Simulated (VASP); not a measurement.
Set up this calculation in VASP 6.6.1, as the native input.

- Task: single point
- Functional: PBE
- Potentials or basis: VASP PAW PBE potentials, release 64 (S, K_sv)
- Cutoff: 500 eV
- k mesh: 2 × 2 × 2
- Occupations: gaussian, width 0.01 eV
- Spin: no spin polarisation
- Dipole correction: no
- Further INCAR settings: ALGO = Normal; EDIFF = 1e-06; NBANDS = 19

The structure of K2S lies in POSCAR:

```
K2S
1.0
    0.0000000000      3.7027568507      3.7027568507
    3.7027568507      0.0000000000      3.7027568507
    3.7027568507      3.7027568507      0.0000000000
S K
1 2
Direct
    0.0000000000      0.0000000000      0.0000000000
    0.2500000000      0.2500000000      0.2500000000
    0.7500000000      0.7500000000      0.7500000000
```

The input as run:

INCAR

```
PREC     = Accurate       # precision mode
ENCUT    = 500            # plane-wave cutoff, eV
EDIFF    = 1E-6           # SCF threshold, eV
ISMEAR   = 0              # smearing method
SIGMA    = 0.01           # smearing width, eV
LREAL    = F              # projectors in reciprocal space
LASPH    = T              # aspherical terms in the spheres
NELM     = 120            # most SCF steps
ALGO     = Normal         # electronic algorithm
ISIF     = 2              # what is computed and relaxed
LWAVE    = F              # write WAVECAR
LCHARG   = F              # write CHGCAR
GGA      = PE             # functional
NBANDS   = 19             # bands
GGA_COMPAT= F
```

KPOINTS

```
Automatic mesh
0
Gamma
  2 2 2
```

Potentials or basis: VASP PAW PBE potentials, release 64 (S, K_sv).

Command:

```console
$ cat potpaw_PBE.64/S/POTCAR potpaw_PBE.64/K_sv/POTCAR > POTCAR
$ mpirun -np 1 vasp_std > vasp.out
```

Results of the run:

The pressure is 0.5 GPa and the band gap on the k mesh is 2.35 eV, indirect (least direct gap 2.55 eV).

Caveat: the k points lie up to 0.73 Å⁻¹ apart.

Wall time 26 s on 1 thread of Intel Xeon 8259CL, on a shared host, peak memory 0.23 GiB.
